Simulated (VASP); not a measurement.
# Si3N2 (P-4m2) in VASP: notebook

Si3N2 is run at these levels: PBE; tasks: single point, relaxation of cell and atoms.

Everything below comes from runs of VASP 6.6.1. Logs are shortened: lines on timing, memory, paths and dates and some standing lists are left out, and cuts for length are marked.

## (1) The cell of the first run

It takes space group P-4m2 (No. 115, tetragonal). The conventional cell has a = 3.522 Å, b = 3.522 Å, c = 5.155 Å, α = 90.00°, β = 90.00°, γ = 90.00°. Si (site symmetry -4m2) has 12 Si at 2.56 to 3.74 Å and 10 N at 2.58 to 3.58 Å within 3.8 Å. Within 2.6 Å of Si (site symmetry 2mm) lie 4 N at 1.90 Å and 2 Si at 2.56 Å. N (site symmetry -4m2) has 6 Si at 1.90 to 2.58 Å and 4 N at 2.49 Å within 2.6 Å. N (site symmetry -4m2) has 4 Si at 1.90 Å and 4 N at 2.49 Å within 2.5 Å.

The cell was built from a structure type or drawn by symmetry, and may not be a known phase.

## (2) Single point, PBE, collinear spin, ferromagnetic start

Contents of INCAR:

```
PREC = Accurate ; ENCUT = 520
EDIFF = 1E-7 ; ISMEAR = 0
SIGMA = 0.1 ; LREAL = False
LASPH = True ; NELM = 150
ALGO = Normal ; ISIF = 2
LWAVE = False ; LCHARG = False
ISPIN = 2 ; MAGMOM = 0 0 0 1 1
LORBIT = 11 ; GGA = PE
NBANDS = 23
```

Contents of KPOINTS:

```
Automatic mesh
0
Gamma
  6 6 4
```

Contents of POSCAR:

```
Si3N2
1.0
    3.5220750232      0.0000000000      0.0000000000
    0.0000000000      3.5220750232      0.0000000000
    0.0000000000      0.0000000000      5.1545527890
Si N
3 2
Direct
    0.5000000000      0.5000000000      0.0000000000
    0.0000000000      0.5000000000      0.6400132239
    0.5000000000      0.0000000000      0.3599867761
    0.5000000000      0.5000000000      0.5000000000
    0.0000000000      0.0000000000      0.5000000000
```

Potentials or basis: VASP PAW PBE potentials, release 64 (Si, N).

Command:

```bash
$ cat potpaw_PBE.64/Si/POTCAR potpaw_PBE.64/N/POTCAR > POTCAR
$ mpirun -np 1 vasp_std > vasp.out
```

OUTCAR:

```text
PREC = Accurate
   ENCUT = 520
   EDIFF = 1E-7
   ISMEAR = 0
   LREAL = False
   LASPH = True
   NELM = 150
   ISIF = 2
   ISPIN = 2
   LORBIT = 11
   GGA = PE

 ion  position               nearest neighbor table
   1  0.500  0.500  0.000-   2 2.56   3 2.56   3 2.56   2 2.56
   2  0.000  0.500  0.640-   4 1.90   5 1.90   5 1.90   4 1.90   1 2.56   1 2.56   3 2.88   3 2.88
                             3 2.88   3 2.88
   3  0.500  0.000  0.360-   4 1.90   5 1.90   4 1.90   5 1.90   1 2.56   1 2.56   2 2.88   2 2.88
                             2 2.88   2 2.88
   4  0.500  0.500  0.500-   2 1.90   3 1.90   3 1.90   2 1.90
   5  0.000  0.000  0.500-   2 1.90   3 1.90   2 1.90   3 1.90

  LATTYP: Found a simple tetragonal cell.
 ALAT       =     3.5220750232
 C/A-ratio  =     1.4634988622

  Lattice vectors:

 A1 = (   3.5220750232,   0.0000000000,   0.0000000000)
 A2 = (   0.0000000000,   3.5220750232,   0.0000000000)
 A3 = (   0.0000000000,   0.0000000000,   5.1545527890)

Analysis of symmetry for initial positions (statically):
=====================================================================
 Subroutine PRICEL returns:
 Original cell was already a primitive cell.

 Routine SETGRP: Setting up the symmetry group for a
 simple tetragonal supercell.

 Subroutine GETGRP returns: Found  8 space group operations
 (whereof  8 operations were pure point group operations)
 out of a pool of 16 trial point group operations.

The static configuration has the point symmetry D_2d.

Analysis of symmetry for dynamics (positions and initial velocities):
=====================================================================
 Subroutine PRICEL returns:
 Original cell was already a primitive cell.

 Routine SETGRP: Setting up the symmetry group for a
 simple tetragonal supercell.

 Subroutine GETGRP returns: Found  8 space group operations
 (whereof  8 operations were pure point group operations)
 out of a pool of 16 trial point group operations.

The dynamic configuration has the point symmetry D_2d.

Analysis of structural, dynamic, and magnetic symmetry:
=====================================================================
 Subroutine PRICEL returns:
 Original cell was already a primitive cell.

 Routine SETGRP: Setting up the symmetry group for a
 simple tetragonal supercell.

[... 132 lines left out ...]
  Fermi-wavevector in a.u.,A,eV,Ry     =   1.147149  2.167796 17.904584  1.315950
  Thomas-Fermi vector in A             =   2.283830
   LORBIT       =     11    0 simple, 1 ext, 2 COOP (PROOUT), +10 PAW based schemes
   GGA     = PE    functional components
   LHFCALC =     F    Hartree Fock is set to
   AEXX    =    0.0000 exact exchange contribution
   IVDW    =     0    specifies the selected vdW correction
   LEPSILON=     F    determine dielectric tensor
   LRPA    =     F    only Hartree local field effects (RPA)
 spin polarized calculation
 Gauss-broadening in eV      SIGMA  =   0.10
  energy-cutoff  :      520.00
  volume of cell :       63.94
 maximum number of plane-waves:      1787
 NGX is ok and might be reduce to    28
   NGX = 13   NGY = 13   NGZ = 19

 number of electron      22.0000003 magnetization      -0.0000373

 number of electron      22.0000003 magnetization       0.0000106

 Free energy of the ion-electron system (eV)
  ---------------------------------------------------
  ext. energy  EPLUGINS =         0.00000000
  ---------------------------------------------------
  free energy    TOTEN  =       -32.33299792 eV

  energy without entropy =      -32.32572152  energy(sigma->0) =      -32.32935972

 E-fermi :   7.9598     XC(G=0): -10.5371

 val. band max:        7.9420298535   @ k =   0.1667   0.0000   0.2500
 cond. band min:       8.0641424880   @ k =   0.5000   0.0000   0.2500
 fundamental gap:      0.1221126345
 Fermi energy:         7.9598260542

 spin component 1

 k-point     1 :       0.0000    0.0000    0.0000
  band No.  band energies     occupation
      1     -11.4515      1.00000
      2      -5.9920      1.00000
      3      -1.6085      1.00000
      4      -1.1751      1.00000
      5      -0.5075      1.00000
      6      -0.5075      1.00000
[... 613 lines left out ...]
     22      19.2213      0.00000
     23      19.5643      0.00000

 [... further k-points ...]

 spin component 2

 k-point     1 :       0.0000    0.0000    0.0000
  band No.  band energies     occupation
      1     -11.4515      1.00000
      2      -5.9920      1.00000
      3      -1.6085      1.00000
      4      -1.1751      1.00000
      5      -0.5075      1.00000
      6      -0.5075      1.00000
[... 613 lines left out ...]
     22      19.2213      0.00000
     23      19.5642      0.00000

 [... further k-points ...]
[... 5 lines left out ...]
  --------------------------------------------------------------------------------------
  -------------------------------------------------------------------------------------
  Total       -0.0089242     -0.0089242     -0.1393469      0.0000000      0.0000000      0.0000000
  in kB       -0.2236091     -0.2236091     -3.4915627      0.0000000      0.0000000      0.0000000
  external PRESSURE =      -1.3129270 kB  Pullay stress =       0.0000000 kB

 VOLUME and BASIS-vectors are now :
 -----------------------------------------------------------------------------
  energy-cutoff  :      520.00
  volume of cell :       63.94
      direct lattice vectors                 reciprocal lattice vectors
     3.522075023  0.000000000  0.000000000     0.283923538  0.000000000  0.000000000
     0.000000000  3.522075023  0.000000000     0.000000000  0.283923538  0.000000000
     0.000000000  0.000000000  5.154552789     0.000000000  0.000000000  0.194003251

 POSITION                                       TOTAL-FORCE (eV/Angst)
 -----------------------------------------------------------------------------------
      1.76104      1.76104      0.00000        -0.000000     -0.000000      0.000000
      0.00000      1.76104      3.29898        -0.000000      0.000000      0.009643
      1.76104      0.00000      1.85557        -0.000000      0.000000     -0.009643
      1.76104      1.76104      2.57728         0.000000      0.000000      0.000000
      0.00000      0.00000      2.57728        -0.000000      0.000000      0.000000
 -----------------------------------------------------------------------------------
    total drift:                               -0.000000      0.000000      0.000000

  FREE ENERGIE OF THE ION-ELECTRON SYSTEM (eV)
  ---------------------------------------------------
  free  energy   TOTEN  =       -32.3329979197 eV

  energy  without entropy=      -32.3257215164  energy(sigma->0) =      -32.32935972

 total charge

# of ion       s       p       d       tot
------------------------------------------
    1        0.886   0.713   0.000   1.599
    2        0.673   0.824   0.000   1.497
    3        0.673   0.824   0.000   1.497
    4        1.279   2.558   0.000   3.837
    5        1.246   2.590   0.000   3.836
--------------------------------------------------
tot          4.757   7.508   0.000  12.265

 magnetization (x)

# of ion       s       p       d       tot
------------------------------------------
    1        0.000   0.000   0.000   0.000
    2       -0.000  -0.000   0.000  -0.000
    3       -0.000  -0.000   0.000  -0.000
    4       -0.000   0.000   0.000   0.000
    5        0.000   0.000   0.000   0.000
--------------------------------------------------
tot         -0.000   0.000   0.000   0.000
```

OSZICAR:

```text
N       E                     dE             d eps       ncg     rms          rms(c)
DAV:   1     0.655791290565E+02    0.65579E+02   -0.99784E+03  2760   0.852E+02
DAV:   2    -0.298809724749E+02   -0.95460E+02   -0.90672E+02  3448   0.175E+02
DAV:   3    -0.355125535697E+02   -0.56316E+01   -0.55865E+01  3618   0.412E+01
DAV:   4    -0.355616042777E+02   -0.49051E-01   -0.49035E-01  3268   0.435E+00
DAV:   5    -0.355621479373E+02   -0.54366E-03   -0.54364E-03  3741   0.444E-01    0.145E+01
DAV:   6    -0.322575036618E+02    0.33046E+01   -0.11462E+01  3512   0.205E+01    0.622E+00
DAV:   7    -0.323685510398E+02   -0.11105E+00   -0.16892E+00  3216   0.688E+00    0.329E+00
DAV:   8    -0.323371026619E+02    0.31448E-01   -0.96307E-02  3463   0.183E+00    0.142E+00
DAV:   9    -0.323322272133E+02    0.48754E-02   -0.14698E-02  3425   0.791E-01    0.520E-01
DAV:  10    -0.323326388798E+02   -0.41167E-03   -0.33659E-03  3830   0.313E-01    0.193E-01
DAV:  11    -0.323328885660E+02   -0.24969E-03   -0.36707E-04  3331   0.114E-01    0.970E-02
DAV:  12    -0.323329821484E+02   -0.93582E-04   -0.10060E-04  3393   0.586E-02    0.315E-02
DAV:  13    -0.323329937084E+02   -0.11560E-04   -0.10080E-05  3448   0.186E-02    0.825E-03
DAV:  14    -0.323329969658E+02   -0.32574E-05   -0.32899E-06  3402   0.890E-03    0.397E-03
DAV:  15    -0.323329977120E+02   -0.74616E-06   -0.66957E-07  3373   0.439E-03    0.192E-03
DAV:  16    -0.323329979131E+02   -0.20112E-06   -0.23445E-07  3323   0.250E-03    0.722E-04
DAV:  17    -0.323329979197E+02   -0.66398E-08   -0.20278E-08  2158   0.852E-04
   1 F= -.32332998E+02 E0= -.32329360E+02  d E =-.727640E-02  mag=     0.0000
```

stdout:

```text
POSCAR found type information on POSCAR SiN
 POSCAR found :  2 types and       5 ions
 scaLAPACK will be used
 LDA part: xc-table for (Slater+PW92), standard interpolation
 POSCAR, INCAR and KPOINTS ok, starting setup
 FFT: planning ... GRIDC
 FFT: planning ... GRID_SOFT
 FFT: planning ... GRID
 WAVECAR not read
 entering main loop
```

It took 46 s on 1 thread of Intel Xeon Platinum 8559C (Emerald Rapids), shared host; peak memory 0.23 GiB.

Results:

```yaml
Free_energy: -32.3330 eV
Pressure: -0.1 GPa
Largest_force: 0.010 eV/Å
Band_gap_on_the_k_mesh: zero (filled and empty bands overlap)
Net_moment: 0.00 μB per cell
Valence_electrons_inside_the_program's_atomic_spheres: Si 1.60, 1.50 (each value once); N 3.84
```

Forces in eV/Å, atoms in the order of the input:
```
Si   0.000  0.000  0.000
Si   0.000  0.000  0.010
Si   0.000  0.000 -0.010
N    0.000  0.000  0.000
N    0.000  0.000  0.000
```

Stress tensor (GPa, compression positive):
```
-0.02  0.00  0.00
 0.00 -0.02  0.00
 0.00  0.00 -0.35
```

## (3) Relaxation of cell and atoms, PBE

Contents of INCAR:

```
SYSTEM = Si3N2
PREC = Accurate
ENCUT = 600
EDIFF = 1E-6
ISMEAR = 0
SIGMA = 0.1
LREAL = .False.
LASPH = .True.
NELM = 100
ALGO = Normal
ISIF = 3
LWAVE = .False.
LCHARG = .False.
GGA = PE
IBRION = 2
NSW = 100
EDIFFG = -0.01
```

Contents of KPOINTS:

```
regular mesh
0
Gamma
  10 10 8
  0 0 0
```

POSCAR is that of step 2.

Potentials or basis: VASP PAW PBE potentials, release 64 (Si, N).

Command:

```bash
$ cat potpaw_PBE.64/Si/POTCAR potpaw_PBE.64/N/POTCAR > POTCAR
$ mpirun -np 1 vasp_std > vasp.out
```

OUTCAR:

```text
SYSTEM = Si3N2
   PREC = Accurate
   ENCUT = 600
   EDIFF = 1E-6
   ISMEAR = 0
   LREAL = .False.
   LASPH = .True.
   NELM = 100
   ISIF = 3
   GGA = PE
   IBRION = 2
   NSW = 100
   EDIFFG = -0.01

 ion  position               nearest neighbor table
   1  0.500  0.500  0.000-   2 2.56   3 2.56   3 2.56   2 2.56
   2  0.000  0.500  0.640-   4 1.90   5 1.90   5 1.90   4 1.90   1 2.56   1 2.56   3 2.88   3 2.88
                             3 2.88   3 2.88
   3  0.500  0.000  0.360-   4 1.90   5 1.90   4 1.90   5 1.90   1 2.56   1 2.56   2 2.88   2 2.88
                             2 2.88   2 2.88
   4  0.500  0.500  0.500-   2 1.90   3 1.90   3 1.90   2 1.90
   5  0.000  0.000  0.500-   2 1.90   3 1.90   2 1.90   3 1.90

  LATTYP: Found a simple tetragonal cell.
 ALAT       =     3.5220750232
 C/A-ratio  =     1.4634988622

  Lattice vectors:

 A1 = (   3.5220750232,   0.0000000000,   0.0000000000)
 A2 = (   0.0000000000,   3.5220750232,   0.0000000000)
 A3 = (   0.0000000000,   0.0000000000,   5.1545527890)

Analysis of symmetry for initial positions (statically):
=====================================================================
 Subroutine PRICEL returns:
 Original cell was already a primitive cell.

[... 294 lines left out ...]

 number of electron      22.0000005 magnetization

------------------------ aborting loop because EDIFF is reached ----------------------------------------
[... 73 lines left out ...]
--------------------------------------- Ionic step       11  -------------------------------------------

 number of electron      22.0000005 magnetization

 Free energy of the ion-electron system (eV)
  ---------------------------------------------------
  ext. energy  EPLUGINS =         0.00000000
  ---------------------------------------------------
  free energy    TOTEN  =       -32.32537203 eV

  energy without entropy =      -32.31953064  energy(sigma->0) =      -32.32245134

 E-fermi :   7.8196     XC(G=0): -10.4414

 val. band max:        7.7961408511   @ k =   0.4000   0.4000   0.3750
 cond. band min:       7.8310710258   @ k =   0.3000   0.1000   0.1250
 fundamental gap:      0.0349301747
 Fermi energy:         7.8196417803

 k-point     1 :       0.0000    0.0000    0.0000
  band No.  band energies     occupation
      1     -11.7160      2.00000
      2      -6.1652      2.00000
      3      -1.7610      2.00000
      4      -1.3824      2.00000
      5      -0.7647      2.00000
      6      -0.7647      2.00000
      7       4.5544      2.00000
      8       4.9845      2.00000
      9       4.9845      2.00000
     10       6.9379      2.00000
     11       8.3328      0.00000
     12       9.2142      0.00000
     13       9.2142      0.00000
     14       9.9719      0.00000
[... 401 lines left out ...]
      2      -6.9849      2.00000
      3      -2.0950      2.00000
      4      -0.6125      2.00000
      5      -0.3962      2.00000
      6       0.0450      2.00000
      7       3.4368      2.00000
      8       4.0832      2.00000
      9       4.2841      2.00000
     10       6.3107      2.00000
     11       8.2278      0.00000
     12       8.6488      0.00000
     13       9.2887      0.00000
     14      10.2265      0.00000
     15      12.3456      0.00000

 [... further k-points ...]
[... 5 lines left out ...]
  --------------------------------------------------------------------------------------
  -------------------------------------------------------------------------------------
  Total       -0.0150113     -0.0150113     -0.0302366      0.0000000      0.0000000      0.0000000
  in kB       -0.3686001     -0.3686001     -0.7424567      0.0000000      0.0000000      0.0000000
  external PRESSURE =      -0.4932190 kB  Pullay stress =       0.0000000 kB
[... 20 lines left out ...]
  FREE ENERGIE OF THE ION-ELECTRON SYSTEM (eV)
  ---------------------------------------------------
  free  energy   TOTEN  =       -32.3253720346 eV

  energy  without entropy=      -32.3195306367  energy(sigma->0) =      -32.32245134

 reached required accuracy - stopping structural energy minimisation
```

OSZICAR:

```text
N       E                     dE             d eps       ncg     rms          rms(c)
DAV:   1     0.988276192600E+02    0.98828E+02   -0.11458E+04  3150   0.147E+03
DAV:   2    -0.277690600326E+02   -0.12660E+03   -0.12373E+03  4121   0.254E+02
DAV:   3    -0.361084231309E+02   -0.83394E+01   -0.82654E+01  4158   0.750E+01
[... 79 lines left out ...]
DAV:   3    -0.323253351731E+02    0.22260E-06   -0.10964E-06  1946   0.795E-03
  10 F= -.32325335E+02 E0= -.32322425E+02  d E =-.150661E-02
       N       E                     dE             d eps       ncg     rms          rms(c)
DAV:   1    -0.323253727775E+02   -0.37382E-04   -0.10234E-03  3409   0.236E-01    0.159E-02
DAV:   2    -0.323253728511E+02   -0.73555E-07   -0.43575E-05  4004   0.542E-02    0.963E-03
DAV:   3    -0.323253720346E+02    0.81645E-06   -0.48591E-06  3898   0.172E-02
  11 F= -.32325372E+02 E0= -.32322451E+02  d E =-.368615E-04
```

Wall time 4.3 min (1 thread of Intel Xeon Platinum 8559C (Emerald Rapids), shared host); peak memory 0.25 GiB.

Results:

| Property | Result |
| --- | --- |
| Free energy | -32.3254 eV |
| Relaxed volume | 13.05 Å³/atom |
| Relaxed cell | a = 3.505 Å, b = 3.505 Å, c = 5.311 Å, α = 90.00°, β = 90.00°, γ = 90.00° |
| Space group after relaxing (to 0.1 Å) | P-4m2 (No. 115) |
| Energy gained by relaxing | 4.9 meV/atom |
| Ionic steps | 11 |
| Pressure after relaxing | 0.0 GPa |
| Largest force after relaxing | 0.008 eV/Å |
| Band gap on the k mesh | zero (bands 11 and 12 overlap by 2.15 eV) |

Forces on the atoms (eV/Å):
```
Si   0.000  0.000  0.000
Si   0.000  0.000  0.008
Si   0.000  0.000 -0.008
N    0.000  0.000  0.000
N    0.000  0.000  0.000
```

The path:
| step | energy change (eV) | largest force (eV/Å) | pressure (GPa) | volume (Å³) |
| --- | --- | --- | --- | --- |
| 1 | 0.0000 | 0.3449 | 0.04 | 63.94 |
| 2 | -0.0123 | 0.1090 | 0.92 | 63.97 |
| 3 | -0.0154 | 0.0742 | 1.67 | 63.99 |
| 4 | -0.0222 | 0.0793 | 0.36 | 64.83 |
| 5 | -0.0230 | 0.0807 | -0.32 | 65.29 |
| 6 | -0.0231 | 0.0807 | -0.26 | 65.24 |
| 7 | -0.0243 | 0.0494 | -0.11 | 65.24 |
| 8 | -0.0246 | 0.0286 | -0.01 | 65.24 |
| 9 | -0.0246 | 0.0263 | 0.01 | 65.24 |
| 10 | -0.0246 | 0.0250 | 0.02 | 65.24 |
| 11 | -0.0246 | 0.0080 | -0.05 | 65.25 |

Final structure:
```
Si N
1.0
     3.50493    0.00000    0.00000
     0.00000    3.50493    0.00000
     0.00000    0.00000    5.31145
Si N
3 2
Direct
  0.50000 0.50000 0.00000
  0.00000 0.50000 0.63303
  0.50000 0.00000 0.36697
  0.50000 0.50000 0.50000
  0.00000 0.00000 0.50000
```
